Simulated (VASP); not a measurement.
Input of a VASP 6.6.1 run:

File INCAR:

```
SYSTEM = MgO
PREC     = Accurate       ! precision mode
ENCUT    = 520            ! plane-wave cutoff, eV
EDIFF    = 1E-7           ! SCF threshold, eV
ISMEAR   = 0              ! smearing method
SIGMA    = 0.05           ! smearing width, eV
LREAL    = .False.        ! projectors in reciprocal space
LASPH    = .True.         ! aspherical terms in the spheres
NELM     = 100            ! most SCF steps
ALGO     = Normal         ! electronic algorithm
ISIF     = 2              ! what is computed and relaxed
LWAVE    = .False.        ! write WAVECAR
LCHARG   = .False.        ! write CHGCAR
NBANDS   = 11             ! bands
```

KPOINTS

```
regular mesh
0
Gamma
  10 10 10
  0 0 0
```

File POSCAR:

```
MgO
1.0
    0.0000000000      2.1351500000      2.1351500000
    2.1351500000      0.0000000000      2.1351500000
    2.1351500000      2.1351500000      0.0000000000
Mg O
1 1
Direct
    0.0000000000      0.0000000000      0.0000000000
    0.5029271948      0.5029271948      0.4970728052
```

Potentials or basis: VASP PAW LDA potentials, release 64 (Mg, O).

The run is started by

```bash
$ cat potpaw_LDA.64/Mg/POTCAR potpaw_LDA.64/O/POTCAR > POTCAR
$ mpirun -np 1 vasp_std > vasp.out
```

(1) Estimate the band gap on the k mesh.

(2) Estimate the largest force.

Results:

(1) 4.27 eV, direct.

(2) 0.051 eV/Å.

Caveat: the cell differs from its parent crystal (all O atoms moved +0.013 Å, as atom 2 along Cartesian [0 0 1]).
